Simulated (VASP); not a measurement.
A run of VASP 6.6.1 is set up as follows.

INCAR

```
PREC = Accurate ; ENCUT = 520
EDIFF = 1E-7 ; ISMEAR = 0
SIGMA = 0.05 ; LREAL = F
LASPH = T ; NELM = 60
ALGO = Normal ; ISIF = 2
LWAVE = F ; LCHARG = F
GGA = CA ; NBANDS = 46
```

File KPOINTS:

```
regular mesh
0
Gamma
  8 6 6
```

The input POSCAR:

```
GaN
1.0
   -3.1515767111      0.0000000000      0.0000000000
    0.0000000000      0.0000000000     -5.1382481593
    0.0000000000     -5.4586909876      0.0000000000
Ga N
4 4
Direct
    0.5000000000      0.0019065285      0.1764544110
    0.0000000000     -0.0058369796      0.6568835612
    0.0000000000      0.4941630204      0.3431164388
    0.5000000000      0.5019065285      0.8235455890
    0.5000000000      0.6357750613      0.1680966438
    0.0000000000      0.6393684281      0.6652652176
    0.0000000000      0.1393684281      0.3347347824
    0.5000000000      0.1357750613      0.8319033562
```

Potentials or basis: VASP PAW LDA potentials, release 64 (Ga_d, N).

Run with:

```console
$ cat potpaw_LDA.64/Ga_d/POTCAR potpaw_LDA.64/N/POTCAR > POTCAR
$ mpirun -np 1 vasp_std > vasp.out
```

(1) Predict the largest force.

(2) Predict the band gap on the k mesh.

Results:

(1) 2.355 eV/Å.

(2) 1.99 eV.

Caveat: the cell differs from its parent crystal (atoms displaced along a vibrational mode); forces of over 1 eV/Å act on the atoms, so gaps and moduli don't describe the material at rest.
